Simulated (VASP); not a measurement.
Input of a VASP 6.6.1 run:

Contents of INCAR:

```
PREC = Accurate
ENCUT = 550
EDIFF = 1E-8
ISMEAR = 0
SIGMA = 0.01
LREAL = False
LASPH = True
NELM = 120
ALGO = Normal
ISIF = 3
LWAVE = False
LCHARG = False
METAGGA = R2SCAN
LMIXTAU = True
NBANDS = 11
IBRION = 6
NFREE = 2
POTIM = 0.015
NSW = 1
GGA_COMPAT = False
```

File KPOINTS:

```
Automatic mesh
0
Gamma
  8 8 8
```

POSCAR

```
AlAs
1.0
    0.0000000000      2.7658480373      2.7658480373
    2.7658480373      0.0000000000      2.7658480373
    2.7658480373      2.7658480373      0.0000000000
Al As
1 1
Direct
    0.0000000000      0.0000000000      0.0000000000
    0.7500000000      0.7500000000      0.7500000000
```

Potentials or basis: VASP PAW PBE potentials, release 64 (Al, As).

The run is started by

```bash
$ cat potpaw_PBE.64/Al/POTCAR potpaw_PBE.64/As/POTCAR > POTCAR
$ mpirun -np 1 vasp_std > vasp.out
```

**Question.** Predict the elastic constants C11, C12, C44.

**Answer.** 137, 78, 62 GPa.

**Question.** Estimate the Voigt bulk modulus.

**Answer.** 97 GPa.

**Question.** Predict the highest phonon frequency at Γ, LO-TO splitting left out.

**Answer.** 393 cm⁻¹.

Elastic tensor in Voigt notation (GPa, in the Cartesian axes of the cell as first typed):
```
137  78  78   0   0   0
 78 137  78   0   0   0
 78  78 137   0   0   0
  0   0   0  62   0   0
  0   0   0   0  62   0
  0   0   0   0   0  62
```

Caveat: the cell is under stress, which shifts elastic constants; the PAW data sets were made with another functional, which shifts forces and pressure a little.
